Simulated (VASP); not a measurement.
# Mg (P6_3/mmc) in VASP: further runs

Aim: see how the results for Mg move with the level of theory and the settings. Levels: PBE, LDA. Tasks: electric field gradients.

Program: VASP 6.6.1. These are calculated values, not measurements. Logs are shortened: lines on timing, memory, paths and dates and some standing lists are left out, and cuts for length are marked.

### 1 The cell of the first run

Symmetry: P6_3/mmc, No. 194, hexagonal system. Conventional cell: a = 3.272 Å, b = 3.272 Å, c = 5.313 Å, α = 90.00°, β = 90.00°, γ = 120.00°. Mg (site symmetry -6m2) has 12 Mg at 3.26 to 3.27 Å within 4.3 Å.

### 2 Electric field gradients, PBE (volume scaled by 1.06)

INCAR

```
SYSTEM = Mg
PREC = Accurate
ENCUT = 520
EDIFF = 1E-8
ISMEAR = -1
SIGMA = 0.08
LREAL = .FALSE.
LASPH = .TRUE.
NELM = 100
ALGO = Normal
ISIF = 2
LWAVE = .FALSE.
LCHARG = .FALSE.
GGA = PE
LEFG = .TRUE.
NBANDS = 9
```

KPOINTS

```
regular mesh
0
G
  12 12 7
  0 0 0
```

POSCAR

```
Mg
1.0
    3.2722144052      0.0000000000      0.0000000000
   -1.6361072025      2.8338208015      0.0000000000
    0.0000000000      0.0000000000      5.3125192770
Mg
2
Direct
    0.3333333333      0.6666666667      0.2500000000
    0.6666666667      0.3333333333      0.7500000000
```

Potentials or basis: VASP PAW PBE potentials, release 64 (Mg).

Launch:

```sh
$ cat potpaw_PBE.64/Mg/POTCAR > POTCAR
$ mpirun -np 1 vasp_std > vasp.out
```

OUTCAR:

```text
SYSTEM = Mg
   PREC = Accurate
   ENCUT = 520
   EDIFF = 1E-8
   ISMEAR = -1
   LREAL = .FALSE.
   LASPH = .TRUE.
   NELM = 100
   ISIF = 2
   GGA = PE

 ion  position               nearest neighbor table
   1  0.333  0.667  0.250-   2 3.26   2 3.26   2 3.26   2 3.26   2 3.26   2 3.26
   2  0.667  0.333  0.750-   1 3.26   1 3.26   1 3.26   1 3.26   1 3.26   1 3.26

  LATTYP: Found a hexagonal cell.
 ALAT       =     3.2722144052
 C/A-ratio  =     1.6235242008

  Lattice vectors:

 A1 = (   3.2722144052,   0.0000000000,   0.0000000000)
 A2 = (  -1.6361072025,   2.8338208015,   0.0000000000)
 A3 = (   0.0000000000,   0.0000000000,   5.3125192770)

Analysis of symmetry for initial positions (statically):
=====================================================================
 Subroutine PRICEL returns:
 Original cell was already a primitive cell.

 Routine SETGRP: Setting up the symmetry group for a
 hexagonal supercell.

 Subroutine GETGRP returns: Found 24 space group operations
 (whereof 12 operations were pure point group operations)
 out of a pool of 24 trial point group operations.

The static configuration has the point symmetry D_3d.
 The point group associated with its full space group is D_6h.

Analysis of symmetry for dynamics (positions and initial velocities):
=====================================================================
 Subroutine PRICEL returns:
 Original cell was already a primitive cell.

 Routine SETGRP: Setting up the symmetry group for a
 hexagonal supercell.

 Subroutine GETGRP returns: Found 24 space group operations
 (whereof 12 operations were pure point group operations)
 out of a pool of 24 trial point group operations.

The dynamic configuration has the point symmetry D_3d.
 The point group associated with its full space group is D_6h.

 Subroutine INISYM returns: Found 24 space group operations
 (whereof 12 operations are pure point group operations),
 and found     1 'primitive' translations

----------------------------------------------------------------------------------------

                                     Primitive cell

  volume of cell :      49.2623

  direct lattice vectors                    reciprocal lattice vectors
     3.272214405  0.000000000  0.000000000     0.305603447  0.176440232  0.000000000
[... 127 lines left out ...]
  ext. energy  EPLUGINS =         0.00000000
  ---------------------------------------------------
  free energy    TOTEN  =        -2.99427522 eV

  energy without entropy =       -2.97484851  energy(sigma->0) =       -2.98456186

 E-fermi :   2.2420     XC(G=0):  -8.2763

 val. band max:        2.2109300166   @ k =   0.3333   0.1667   0.1429
 cond. band min:       2.2703876311   @ k =   0.2500   0.0833   0.0000
 fundamental gap:      0.0594576145
 Fermi energy:         2.2420032727

 k-point     1 :       0.0000    0.0000    0.0000
  band No.  band energies     occupation
      1      -4.3573      2.00000
      2       0.7091      2.00000
      3       1.0300      2.00000
      4      12.7869      0.00000
      5      12.7869      0.00000
      6      12.8126      0.00000
      7      12.8126      0.00000
      8      13.7073      0.00000
      9      15.0615      0.00000
[... 265 lines left out ...]
 k-point    24 :       0.3333    0.0000    0.1429
  band No.  band energies     occupation
      1      -2.1839      2.00000
      2       1.4664      1.99988
      3       3.6864      0.00000
      4       4.6096      0.00000
      5       7.3364      0.00000
      6       9.3360      0.00000
      7       9.6355      0.00000
      8      11.0693      0.00000
      9      12.5986      0.00000

 [... further k-points ...]
[... 5 lines left out ...]
  --------------------------------------------------------------------------------------
  -------------------------------------------------------------------------------------
  Total       -0.6444553     -0.6444553     -0.8647407     -0.0000000      0.0000000      0.0000000
  in kB      -20.9598769    -20.9598769    -28.1243072     -0.0000000      0.0000000      0.0000000
  external PRESSURE =     -23.3480204 kB  Pullay stress =       0.0000000 kB

 VOLUME and BASIS-vectors are now :
 -----------------------------------------------------------------------------
  energy-cutoff  :      520.00
  volume of cell :       49.26
      direct lattice vectors                 reciprocal lattice vectors
     3.272214405  0.000000000  0.000000000     0.305603447  0.176440232  0.000000000
    -1.636107203  2.833820801  0.000000000     0.000000000  0.352880464  0.000000000
     0.000000000  0.000000000  5.312519277     0.000000000  0.000000000  0.188234611

 POSITION                                       TOTAL-FORCE (eV/Angst)
 -----------------------------------------------------------------------------------
     -0.00000      1.88921      1.32813        -0.000000      0.000000      0.000000
      1.63611      0.94461      3.98439         0.000000     -0.000000      0.000000
 -----------------------------------------------------------------------------------
    total drift:                                0.000000     -0.000000      0.000000

  FREE ENERGIE OF THE ION-ELECTRON SYSTEM (eV)
  ---------------------------------------------------
  free  energy   TOTEN  =        -2.9942752221 eV

  energy  without entropy=       -2.9748485076  energy(sigma->0) =       -2.98456186

 Electric field gradients (V/A^2)
---------------------------------------------------------------------
 ion       V_xx      V_yy      V_zz      V_xy      V_xz      V_yz
---------------------------------------------------------------------
   1      -0.476    -0.476     0.951     0.000    -0.000     0.000
   2      -0.476    -0.476     0.951     0.000     0.000    -0.000
---------------------------------------------------------------------

 Electric field gradients after diagonalization (V/A^2)
 (convention: |V_zz| > |V_xx| > |V_yy|)
----------------------------------------------------------------------
 ion       V_xx      V_yy      V_zz     asymmetry (V_yy - V_xx)/ V_zz
----------------------------------------------------------------------
   1      -0.476    -0.476     0.951       0.000
   2      -0.476    -0.476     0.951       0.000
----------------------------------------------------------------------

           NMR quadrupolar parameters

 Cq : quadrupolar parameter    Cq=e*Q*V_zz/h
 eta: asymmetry parameters     (V_yy - V_xx)/ V_zz
 Q  : nuclear electric quadrupole moment in mb (millibarn)
----------------------------------------------------------------------
 ion       Cq(MHz)       eta       Q (mb)
----------------------------------------------------------------------
   1       0.002       0.000       1.000
   2       0.002       0.000       1.000
----------------------------------------------------------------------
```

Run time: 11 s. Hardware: 1 thread of Intel Xeon Platinum 8559C (Emerald Rapids), shared host; peak memory 0.17 GiB.

Results:

```
Free energy            : -2.9943 eV
Pressure               : -2.3 GPa
Band gap on the k mesh : zero (band 2 reaches 3.26 eV, above the bottom of band 3 at 1.03 eV)
```

Levels at points of the mesh, in eV from the Fermi level:
```
           k point  band 1  band 2  band 3  band 4  band 5  band 6  band 7
(0.00, 0.00, 0.00)   -6.60   -1.53   -1.21   10.54   10.54   10.57   10.57
(0.50, 0.00, 0.00)   -2.04   -1.99    2.60    3.03    3.12    3.53    6.56
```

Electric field gradients, principal values (V/Å²):
```csv
atom,least,middle,greatest (by size)
1 Mg,-0.476,-0.476,0.951
2 Mg,-0.476,-0.476,0.951
```

Caveat: without QUAD_EFG the Cq values of the log hold for a quadrupole moment of 1 mb, not for the nuclei.

### 3 Electric field gradients, PBE (x and y stretched by -3 %, z held)

INCAR

```
SYSTEM = Mg
PREC = Accurate ; ENCUT = 520
EDIFF = 1E-8 ; ISMEAR = -1
SIGMA = 0.08 ; LREAL = .False.
LASPH = .True. ; NELM = 80
ALGO = Normal ; ISIF = 2
LWAVE = .False. ; LCHARG = .False.
GGA = PE ; LEFG = .True.
NBANDS = 9
```

KPOINTS

```
Automatic mesh
0
Gamma
  12 12 7
  0 0 0
```

POSCAR

```
Mg
1.0
    3.1129933865      0.0000000000      0.0000000000
   -1.5564966932      2.6959313546      0.0000000000
    0.0000000000      0.0000000000      5.2103300000
Mg
2
Direct
    0.3333333333      0.6666666667      0.2500000000
    0.6666666667      0.3333333333      0.7500000000
```

Potentials or basis: VASP PAW PBE potentials, release 64 (Mg).

Launch:

```sh
$ cat potpaw_PBE.64/Mg/POTCAR > POTCAR
$ mpirun -np 1 vasp_std > vasp.out
```

OUTCAR:

```text
SYSTEM = Mg
   PREC = Accurate
   ENCUT = 520
   EDIFF = 1E-8
   ISMEAR = -1
   LREAL = .False.
   LASPH = .True.
   NELM = 80
   ISIF = 2
   GGA = PE

 ion  position               nearest neighbor table
   1  0.333  0.667  0.250-   2 3.16   2 3.16   2 3.16   2 3.16   2 3.16   2 3.16
   2  0.667  0.333  0.750-   1 3.16   1 3.16   1 3.16   1 3.16   1 3.16   1 3.16

  LATTYP: Found a hexagonal cell.
 ALAT       =     3.1129933865
 C/A-ratio  =     1.6737362895

  Lattice vectors:

 A1 = (   3.1129933865,   0.0000000000,   0.0000000000)
 A2 = (  -1.5564966932,   2.6959313546,   0.0000000000)
 A3 = (   0.0000000000,   0.0000000000,   5.2103300000)

Analysis of symmetry for initial positions (statically):
=====================================================================
 Subroutine PRICEL returns:
 Original cell was already a primitive cell.

 Routine SETGRP: Setting up the symmetry group for a
 hexagonal supercell.

 Subroutine GETGRP returns: Found 24 space group operations
 (whereof 12 operations were pure point group operations)
 out of a pool of 24 trial point group operations.

The static configuration has the point symmetry D_3d.
 The point group associated with its full space group is D_6h.

Analysis of symmetry for dynamics (positions and initial velocities):
=====================================================================
 Subroutine PRICEL returns:
 Original cell was already a primitive cell.

 Routine SETGRP: Setting up the symmetry group for a
 hexagonal supercell.

 Subroutine GETGRP returns: Found 24 space group operations
 (whereof 12 operations were pure point group operations)
 out of a pool of 24 trial point group operations.
[... 162 lines left out ...]
      4      14.4493      0.00000
      5      14.4493      0.00000
      6      14.7381      0.00000
      7      14.7381      0.00000
      8      14.7492      0.00000
      9      17.0436      0.00000
[... 265 lines left out ...]
 k-point    24 :       0.3333    0.0000    0.1429
  band No.  band energies     occupation
      1      -1.8619      2.00000
      2       1.9002      1.99999
      3       4.3856      0.00000
      4       5.4000      0.00000
      5       8.3139      0.00000
      6      10.7053      0.00000
      7      10.9082      0.00000
      8      12.7830      0.00000
      9      14.1939      0.00000

 [... further k-points ...]
[... 5 lines left out ...]
  --------------------------------------------------------------------------------------
  -------------------------------------------------------------------------------------
  Total        0.7629421      0.7629421     -0.0063667      0.0000000     -0.0000000      0.0000000
  in kB       27.9543830     27.9543830     -0.2332789      0.0000000     -0.0000000      0.0000000
  external PRESSURE =      18.5584957 kB  Pullay stress =       0.0000000 kB

 VOLUME and BASIS-vectors are now :
 -----------------------------------------------------------------------------
  energy-cutoff  :      520.00
  volume of cell :       43.73
      direct lattice vectors                 reciprocal lattice vectors
     3.112993386  0.000000000  0.000000000     0.321234219  0.185464663  0.000000000
    -1.556496693  2.695931355  0.000000000     0.000000000  0.370929326  0.000000000
     0.000000000  0.000000000  5.210330000     0.000000000  0.000000000  0.191926423

 POSITION                                       TOTAL-FORCE (eV/Angst)
 -----------------------------------------------------------------------------------
     -0.00000      1.79729      1.30258         0.000000      0.000000      0.000000
      1.55650      0.89864      3.90775        -0.000000     -0.000000      0.000000
 -----------------------------------------------------------------------------------
    total drift:                                0.000000     -0.000000      0.000000

  FREE ENERGIE OF THE ION-ELECTRON SYSTEM (eV)
  ---------------------------------------------------
  free  energy   TOTEN  =        -3.0003001016 eV

  energy  without entropy=       -2.9811983392  energy(sigma->0) =       -2.99074922

 Electric field gradients (V/A^2)
---------------------------------------------------------------------
 ion       V_xx      V_yy      V_zz      V_xy      V_xz      V_yz
---------------------------------------------------------------------
   1      -1.365    -1.365     2.730    -0.000    -0.000     0.000
   2      -1.365    -1.365     2.730    -0.000     0.000    -0.000
---------------------------------------------------------------------

 Electric field gradients after diagonalization (V/A^2)
 (convention: |V_zz| > |V_xx| > |V_yy|)
----------------------------------------------------------------------
 ion       V_xx      V_yy      V_zz     asymmetry (V_yy - V_xx)/ V_zz
----------------------------------------------------------------------
   1      -1.365    -1.365     2.730       0.000
   2      -1.365    -1.365     2.730       0.000
----------------------------------------------------------------------

           NMR quadrupolar parameters

 Cq : quadrupolar parameter    Cq=e*Q*V_zz/h
 eta: asymmetry parameters     (V_yy - V_xx)/ V_zz
 Q  : nuclear electric quadrupole moment in mb (millibarn)
----------------------------------------------------------------------
 ion       Cq(MHz)       eta       Q (mb)
----------------------------------------------------------------------
   1       0.007       0.000       1.000
   2       0.007       0.000       1.000
----------------------------------------------------------------------
```

stdout:

```text
POSCAR found type information on POSCAR Mg
 POSCAR found :  1 types and       2 ions
 scaLAPACK will be used
 LDA part: xc-table for (Slater+PW92), standard interpolation
 POSCAR, INCAR and KPOINTS ok, starting setup
 FFT: planning ... GRIDC
 FFT: planning ... GRID_SOFT
 FFT: planning ... GRID
 WAVECAR not read
 entering main loop
ion   1

ion   2
```

It took 16 s on 1 thread of AMD EPYC 7R13 (Zen 3), shared host; peak memory 0.14 GiB.

What came out:

```
Free energy            : -3.0003 eV
Pressure               : 1.9 GPa
Band gap on the k mesh : zero (band 2 reaches 3.96 eV, above the bottom of band 3 at 1.37 eV)
```

Electric field gradients, principal values (V/Å²):
```tsv
atom	least	middle	greatest (by size)
1 Mg	-1.365	-1.365	2.730
2 Mg	-1.365	-1.365	2.730
```

Caveat: the cell differs from its parent crystal (x and y stretched by -3 %, z held); without QUAD_EFG the Cq values of the log hold for a quadrupole moment of 1 mb, not for the nuclei.

(Part 1 of 2 ends here.)
